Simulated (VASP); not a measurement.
# SnTe (F-43m) in VASP: further runs

The runs below take SnTe through single point, with LDA, B3LYP.

Program: VASP 6.6.1. These are calculated values, not measurements. Logs are shortened: lines on timing, memory, paths and dates and some standing lists are left out, and cuts for length are marked.

## (1) The cell of the first run

It takes space group F-43m (No. 216, cubic). Conventional cell: a = 7.222 Å, b = 7.222 Å, c = 7.222 Å, α = 90.00°, β = 90.00°, γ = 90.00°. Within 4.1 Å of Sn (site symmetry -43m) lie 4 Te at 3.13 Å. Te (site symmetry -43m) has 4 Sn at 3.13 Å within 4.1 Å.

## (2) Single point, LDA

Input file INCAR:

```
SYSTEM = SnTe
PREC = Accurate
ENCUT = 500
EDIFF = 1E-6
ISMEAR = 1
SIGMA = 0.02
LREAL = .False.
LASPH = .True.
NELM = 120
ALGO = Normal
ISIF = 2
LWAVE = .False.
LCHARG = .False.
GGA = CA
NBANDS = 17
GGA_COMPAT = .False.
```

Input file KPOINTS:

```
Automatic mesh
0
Gamma
  4 4 4
  0 0 0
```

Input file POSCAR:

```
SnTe
1.0
    0.0000000000      3.6111460000      3.6111460000
    3.6111460000      0.0000000000      3.6111460000
    3.6111460000      3.6111460000      0.0000000000
Sn Te
1 1
Direct
    0.0000000000      0.0000000000      0.0000000000
    0.7500000000      0.7500000000      0.7500000000
```

Potentials or basis: VASP PAW LDA potentials, release 64 (Sn_d, Te).

Started as:

```
cat potpaw_LDA.64/Sn_d/POTCAR potpaw_LDA.64/Te/POTCAR > POTCAR
mpirun -np 1 vasp_std > vasp.out
```

OUTCAR:

```text
SYSTEM = SnTe
   PREC = Accurate
   ENCUT = 500
   EDIFF = 1E-6
   ISMEAR = 1
   LREAL = .False.
   LASPH = .True.
   NELM = 120
   ISIF = 2
   GGA = CA

 ion  position               nearest neighbor table
   1  0.000  0.000  0.000-   2 3.13   2 3.13   2 3.13   2 3.13
   2  0.750  0.750  0.750-   1 3.13   1 3.13   1 3.13   1 3.13

  LATTYP: Found a face centered cubic cell.
 ALAT       =     7.2222920000

  Lattice vectors:

 A1 = (   0.0000000000,   3.6111460000,   3.6111460000)
 A2 = (   3.6111460000,   0.0000000000,   3.6111460000)
 A3 = (   3.6111460000,   3.6111460000,   0.0000000000)

Analysis of symmetry for initial positions (statically):
=====================================================================
 Subroutine PRICEL returns:
 Original cell was already a primitive cell.

 Routine SETGRP: Setting up the symmetry group for a
 face centered cubic supercell.

 Subroutine GETGRP returns: Found 24 space group operations
 (whereof 24 operations were pure point group operations)
 out of a pool of 48 trial point group operations.

The static configuration has the point symmetry T_d .

Analysis of symmetry for dynamics (positions and initial velocities):
=====================================================================
 Subroutine PRICEL returns:
 Original cell was already a primitive cell.

 Routine SETGRP: Setting up the symmetry group for a
 face centered cubic supercell.

 Subroutine GETGRP returns: Found 24 space group operations
 (whereof 24 operations were pure point group operations)
 out of a pool of 48 trial point group operations.

The dynamic configuration has the point symmetry T_d .

 Subroutine INISYM returns: Found 24 space group operations
 (whereof 24 operations are pure point group operations),
 and found     1 'primitive' translations

----------------------------------------------------------------------------------------

                                     Primitive cell

  volume of cell :      94.1814

  direct lattice vectors                    reciprocal lattice vectors
     0.000000000  3.611146000  3.611146000    -0.138460201  0.138460201  0.138460201
     3.611146000  0.000000000  3.611146000     0.138460201 -0.138460201  0.138460201
     3.611146000  3.611146000  0.000000000     0.138460201  0.138460201 -0.138460201

  length of vectors
     5.106931649  5.106931649  5.106931649     0.239820102  0.239820102  0.239820102

  position of ions in fractional coordinates (direct lattice)
     0.000000000  0.000000000  0.000000000
     0.750000000  0.750000000  0.750000000

  ion indices of the primitive-cell ions
   primitive index   ion index
                 1           1
                 2           2

----------------------------------------------------------------------------------------

 KPOINTS: Automatic mesh

Automatic generation of k-mesh.
 Grid dimensions read from file:
 generate k-points for:    4    4    4

 Generating k-lattice:

  Cartesian coordinates                     Fractional coordinates (reciprocal lattice)
    -0.034615050  0.034615050  0.034615050     0.250000000  0.000000000  0.000000000
     0.034615050 -0.034615050  0.034615050     0.000000000  0.250000000  0.000000000
     0.034615050  0.034615050 -0.034615050     0.000000000  0.000000000  0.250000000

  Length of vectors
     0.059955026  0.059955026  0.059955026

  Shift w.r.t. Gamma in fractional coordinates (k-lattice)
     0.000000000  0.000000000  0.000000000

 Subroutine IBZKPT returns following result:
 ===========================================

 Found      8 irreducible k-points:

 Following reciprocal coordinates:
            Coordinates               Weight
  0.000000  0.000000  0.000000      1.000000
  0.250000  0.000000  0.000000      8.000000
  0.500000  0.000000  0.000000      4.000000
  0.250000  0.250000  0.000000      6.000000
  0.500000  0.250000  0.000000     24.000000
 -0.250000  0.250000  0.000000     12.000000
  0.500000  0.500000  0.000000      3.000000
 -0.250000  0.500000  0.250000      6.000000
   k-points           NKPTS =      8   k-points in BZ     NKDIM =      8   number of bands    NBANDS=     17
   number of dos      NEDOS =    301   number of ions     NIONS =      2
   total plane-waves  NPLWV =  64000
   dimension x,y,z NGX =    40 NGY =   40 NGZ =   40
   dimension x,y,z NGXF=    80 NGYF=   80 NGZF=   80
   ions per type =               1   1
   NGX,Y,Z   is equivalent  to a cutoff of  13.02, 13.02, 13.02 a.u.
   NGXF,Y,Z  is equivalent  to a cutoff of  26.04, 26.04, 26.04 a.u.
 SYSTEM =  SnTe
   PREC   = accura    normal or accurate (medium, high low for compatibility)
   ISTART =      0    job   : 0-new  1-cont  2-samecut
   ICHARG =      2    charge: 1-file 2-atom 10-const
   ISPIN  =      1    spin polarized calculation?
   LNONCOLLINEAR =      F non collinear calculations
   LSORBIT =      F    spin-orbit coupling
   LASPH  =      T    aspherical Exc in radial PAW
   ENCUT  =  500.0 eV  36.75 Ry    6.06 a.u.   9.31  9.31  9.31*2*pi/ulx,y,z
   NELM   =    120;   NELMIN=  2; NELMDL= -5     # of ELM steps
   EDIFF  = 0.1E-05   stopping-criterion for ELM
   LREAL  =      F    real-space projection
   EDIFFG = 0.1E-04   stopping-criterion for IOM
   NSW    =      0    number of steps for IOM
   IBRION =     -1    ionic relax: 0-MD 1-quasi-New 2-CG
   NFREE  =      0    steps in history (QN), initial steepest desc. (CG)
   ISIF   =      2    stress and relaxation
   ISYM   =      2    0-nonsym 1-usesym 2-fastsym
   POTIM  = 0.5000    time-step for ionic-motion
   TEBEG  =    0.0;   TEEND  =   0.0 temperature during run
   PSTRESS=    0.0 pullay stress
   NELECT =      20.0000    total number of electrons
   NUPDOWN=      -1.0000    fix difference up-down
   EMIN   =  10.00;   EMAX   =-10.00  energy-range for DOS
   EFERMI =   0.00;   METHOD = LEGACY
   ISMEAR =     1;   SIGMA  =   0.02  broadening in eV -4-tet -1-fermi 0-gaus
   EFERMI_NEDOS =   21; number of points for ismear=-14 and -15
   IALGO  =     38    algorithm
   IMIX   =      4    mixing-type and parameters
     AMIX     =   0.40;   BMIX     =  1.00
     AMIX_MAG =   1.60;   BMIX_MAG =  1.00
  volume/ion in A,a.u.               =      47.09       317.78
  Fermi-wavevector in a.u.,A,eV,Ry     =   0.976704  1.845704 12.979296  0.953951
  Thomas-Fermi vector in A             =   2.107344
   LORBIT       =      0    0 simple, 1 ext, 2 COOP (PROOUT), +10 PAW based schemes
   GGA     = CA    functional components
   LHFCALC =     F    Hartree Fock is set to
   AEXX    =    0.0000 exact exchange contribution
   IVDW    =     0    specifies the selected vdW correction
   LEPSILON=     F    determine dielectric tensor
   LRPA    =     F    only Hartree local field effects (RPA)
 non-spin polarized calculation
 Methfessel and Paxton  Order N= 1 SIGMA  =   0.02
  energy-cutoff  :      500.00
  volume of cell :       94.18
 maximum number of plane-waves:      2421
 NGX is ok and might be reduce to    40
   NGX = 19   NGY = 19   NGZ = 19

 number of electron      19.9999999 magnetization

 Free energy of the ion-electron system (eV)
  ---------------------------------------------------
  ext. energy  EPLUGINS =         0.00000000
  ---------------------------------------------------
  free energy    TOTEN  =        -8.00543994 eV

  energy without entropy =       -8.00493880  energy(sigma->0) =       -8.00527289

 E-fermi :   2.9299     XC(G=0):  -7.8142

 val. band max:        2.9211436358   @ k =  -0.2500   0.5000   0.2500
 cond. band min:       2.9339966776   @ k =   0.5000   0.5000   0.0000
 fundamental gap:      0.0128530418
 Fermi energy:         2.9299125293

 k-point     1 :       0.0000    0.0000    0.0000
  band No.  band energies     occupation
      1     -18.7865      2.00000
      2     -18.7865      2.00000
      3     -18.7865      2.00000
      4     -18.7761      2.00000
      5     -18.7761      2.00000
      6      -8.6615      2.00000
[... 9 lines left out ...]
     16       9.3568      0.00000
     17      10.3975      0.00000

 k-point     2 :       0.2500    0.0000    0.0000
  band No.  band energies     occupation
      1     -18.7872      2.00000
      2     -18.7858      2.00000
      3     -18.7858      2.00000
      4     -18.7760      2.00000
      5     -18.7760      2.00000
      6      -8.4228      2.00000
[... 9 lines left out ...]
     16       8.7397      0.00000
     17       9.9053      0.00000

 k-point     3 :       0.5000    0.0000    0.0000
  band No.  band energies     occupation
      1     -18.7878      2.00000
      2     -18.7851      2.00000
      3     -18.7851      2.00000
      4     -18.7759      2.00000
      5     -18.7759      2.00000
      6      -8.1269      2.00000
[... 9 lines left out ...]
     16       9.7438      0.00000
     17       9.7438      0.00000

 k-point     4 :       0.2500    0.2500    0.0000
  band No.  band energies     occupation
      1     -18.7883      2.00000
      2     -18.7851      2.00000
      3     -18.7851      2.00000
      4     -18.7764      2.00000
      5     -18.7756      2.00000
      6      -8.3376      2.00000
[... 9 lines left out ...]
     16       9.9609      0.00000
     17      11.6655      0.00000

 k-point     5 :       0.5000    0.2500    0.0000
  band No.  band energies     occupation
      1     -18.7887      2.00000
      2     -18.7846      2.00000
      3     -18.7844      2.00000
      4     -18.7764      2.00000
      5     -18.7756      2.00000
      6      -8.0265      2.00000
[... 9 lines left out ...]
     16      10.0212      0.00000
     17      10.8436      0.00000

 k-point     6 :      -0.2500    0.2500    0.0000
  band No.  band energies     occupation
      1     -18.7879      2.00000
      2     -18.7850      2.00000
      3     -18.7850      2.00000
      4     -18.7760      2.00000
      5     -18.7759      2.00000
      6      -8.1360      2.00000
[... 9 lines left out ...]
     16       9.6237      0.00000
     17      10.9098      0.00000

 k-point     7 :       0.5000    0.5000    0.0000
  band No.  band energies     occupation
      1     -18.7900      2.00000
      2     -18.7837      2.00000
      3     -18.7837      2.00000
      4     -18.7768      2.00000
      5     -18.7752      2.00000
      6      -7.9108      2.00000
[... 9 lines left out ...]
     16      11.0462      0.00000
     17      11.0462      0.00000

 k-point     8 :      -0.2500    0.5000    0.2500
  band No.  band energies     occupation
      1     -18.7888      2.00000
      2     -18.7848      2.00000
      3     -18.7837      2.00000
      4     -18.7764      2.00000
      5     -18.7756      2.00000
      6      -7.9078      2.00000
[... 9 lines left out ...]
     16      10.7219      0.00000
     17      10.7462      0.00000

------------------------ aborting loop because EDIFF is reached ----------------------------------------

  FORCE on cell =-STRESS in cart. coord.  units (eV):
  Direction    XX          YY          ZZ          XY          YZ          ZX
  --------------------------------------------------------------------------------------
  -------------------------------------------------------------------------------------
  Total       -1.4040335     -1.4040335     -1.4040335      0.0000000      0.0000000      0.0000000
  in kB      -23.8848725    -23.8848725    -23.8848725      0.0000000      0.0000000      0.0000000
  external PRESSURE =     -23.8848725 kB  Pullay stress =       0.0000000 kB

 VOLUME and BASIS-vectors are now :
 -----------------------------------------------------------------------------
  energy-cutoff  :      500.00
  volume of cell :       94.18
      direct lattice vectors                 reciprocal lattice vectors
     0.000000000  3.611146000  3.611146000    -0.138460201  0.138460201  0.138460201
     3.611146000  0.000000000  3.611146000     0.138460201 -0.138460201  0.138460201
     3.611146000  3.611146000  0.000000000     0.138460201  0.138460201 -0.138460201

 POSITION                                       TOTAL-FORCE (eV/Angst)
 -----------------------------------------------------------------------------------
      0.00000      0.00000      0.00000         0.000000      0.000000      0.000000
      5.41672      5.41672      5.41672        -0.000000     -0.000000     -0.000000
 -----------------------------------------------------------------------------------
    total drift:                                0.000000      0.000000      0.000000

  FREE ENERGIE OF THE ION-ELECTRON SYSTEM (eV)
  ---------------------------------------------------
  free  energy   TOTEN  =        -8.0054399412 eV

  energy  without entropy=       -8.0049388004  energy(sigma->0) =       -8.00527289
```

Run time: 22 s. Hardware: 1 thread of Intel Xeon 8259CL, shared host; peak memory 0.2 GiB.

Results:

* Free energy: -8.0054 eV
* Pressure: -2.4 GPa
* Band gap on the k mesh: 0.01 eV (least direct gap 0.73 eV)

Caveat: spin-orbit coupling is left out, which moves the levels of the heavy elements. A k mesh can miss the band edges.

[end of part 1 of 2]
